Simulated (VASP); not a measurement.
Set up this calculation in VASP 6.6.1, as the native input.

```
Task                   : single point
Functional             : PBE
Potentials or basis    : VASP PAW PBE potentials, release 64 (Al, N)
Cutoff                 : 520 eV
k mesh                 : 9 × 9 × 6
Occupations            : gaussian, width 0.05 eV
Spin                   : no spin polarisation
Dipole correction      : no
Further INCAR settings : ALGO = Normal; EDIFF = 1e-06; NBANDS = 16
```

The structure of AlN lies in POSCAR:

```
AlN
1.0
    3.3730695677      0.0000000000      0.0000000000
   -1.6865347839      2.9211639344      0.0000000000
    0.0000000000      0.0000000000      4.0409373421
Al N
2 2
Direct
    0.3333333333      0.6666666667      0.7500000000
    0.6666666667      0.3333333333      0.2500000000
    0.3333333333      0.6666666667      0.2500000000
    0.6666666667      0.3333333333      0.7500000000
```

This cell differs from its parent crystal: volume 9.954 Å^3 an atom, c/a of the conventional cell 1.1980.

The input as run:

INCAR

```
SYSTEM = AlN
PREC = Accurate ; ENCUT = 520
EDIFF = 1E-6 ; ISMEAR = 0
SIGMA = 0.05 ; LREAL = .False.
LASPH = .True. ; NELM = 100
ALGO = Normal ; ISIF = 2
LWAVE = .False. ; LCHARG = .False.
GGA = PE ; NBANDS = 16
```

KPOINTS

```
regular mesh
0
Gamma
  9 9 6
  0 0 0
```

Potentials or basis: VASP PAW PBE potentials, release 64 (Al, N).

The run is started by

```sh
$ cat potpaw_PBE.64/Al/POTCAR potpaw_PBE.64/N/POTCAR > POTCAR
$ mpirun -np 1 vasp_std > vasp.out
```

It gave:

```yaml
Pressure: -0.6 GPa
Band_gap_on_the_k_mesh: 3.42 eV, direct
```

Wall time 12 s on 1 thread of Intel(R) Xeon(R) 6975P-C (Granite Rapids) (shared host), peak memory 0.16 GiB.
